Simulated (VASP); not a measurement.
Ga3P3: single point with PBE

Ga3P3, in a box:

```
Ga P
1.0
    12.40000    0.00000    0.00000
     0.00000   13.30000    0.00000
     0.00000    0.00000    9.90000
Ga P
3 3
Direct
  0.39281 0.44186 0.49739
  0.61627 0.44375 0.48614
  0.50409 0.62253 0.51421
  0.50563 0.31127 0.50675
  0.32687 0.59776 0.48602
  0.68250 0.59930 0.50839
```

- Program: VASP 6.6.1
- Task: single point
- Functional: PBE
- Potentials or basis: VASP PAW PBE potentials, release 64 (Ga_d, P)
- Cutoff: 520 eV
- k mesh: 1 × 1 × 1
- Occupations: gaussian, width 0.05 eV
- Spin: collinear spin, ferromagnetic start
- Starting moments: [0.4, 0.4, 0.4, 0.4, 0.4, 0.4] μB
- Dipole correction: no
- Further INCAR settings: ALGO = Normal; EDIFF = 1e-06; NBANDS = 40

- Largest force: 0.049 eV/Å
- Gap between the frontier levels: 0.67 eV
- Net moment: 0.00 μB per cell
- Valence electrons inside the program's atomic spheres: Ga 11.66, 11.65; P 2.47

Forces on the atoms (eV/Å):
```
Ga  -0.007 -0.026  0.015
Ga   0.011 -0.001  0.008
Ga   0.024  0.003  0.018
P   -0.025  0.040 -0.013
P    0.010 -0.022 -0.016
P   -0.014  0.006 -0.012
```

Levels at points of the mesh, in eV from the valence-band top:
Spin up:
```
           k point  band 23  band 24  band 25  band 26  band 27  band 28  band 29  band 30  band 31  band 32
(0.00, 0.00, 0.00)    -1.45    -1.42    -1.23    -0.07     0.00     0.67     2.87     3.06     3.14     3.50
```
Spin down:
| k point | band 25 | band 26 | band 27 | band 28 | band 29 | band 30 |
| --- | --- | --- | --- | --- | --- | --- |
| (0.00, 0.00, 0.00) | -1.23 | -0.07 | 0.00 | 0.67 | 2.87 | 3.06 |

It took 5.1 min on 1 thread of Intel(R) Xeon(R) Platinum 8488C (Sapphire Rapids), on a shared host, peak memory 1.7 GiB.
